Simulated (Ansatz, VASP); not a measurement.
Au in VASP and in Ansatz

```xyz
1
Lattice="0.0000 2.0571 2.0571 2.0571 0.0000 2.0571 2.0571 2.0571 0.0000" Properties=species:S:1:pos:R:3 pbc="T T T"
Au    0.0000    0.0000    0.0000
```

Alike in both runs: task single point; functional r2SCAN; k mesh 7 × 7 × 7; occupations gaussian, width 0.1 eV; no spin polarisation.

|  | VASP | Ansatz |
| --- | --- | --- |
| version | VASP 6.6.1 | Ansatz 0.2.0 |
| potentials or method | VASP PAW PBE potentials, release 64 (Au), cutoff 550 eV | PAW plane waves |
| valence electrons in the cell | 11 | 19 |

VASP gave:

```
gap on the k mesh at the Fermi level (eV) : none
pressure (GPa)                            : 1.1
```

**Question.** Which values does Ansatz return?

**Answer.** gap on the k mesh at the Fermi level (eV): none; pressure (GPa): 0.8.

VASP's potentials were made for PBE, not for r2SCAN. A gap of «none» marks a metal or a gap that the smearing closes. With one functional, cell and mesh, what is left measures potentials, basis and numerics. VASP's potentials hold 11 valence electrons a cell and Ansatz's 19, so a difference there can come from the potentials and not from the codes.

The k mesh is coarse, so the values compare programs but aren't converged. Spin-orbit coupling is off throughout.
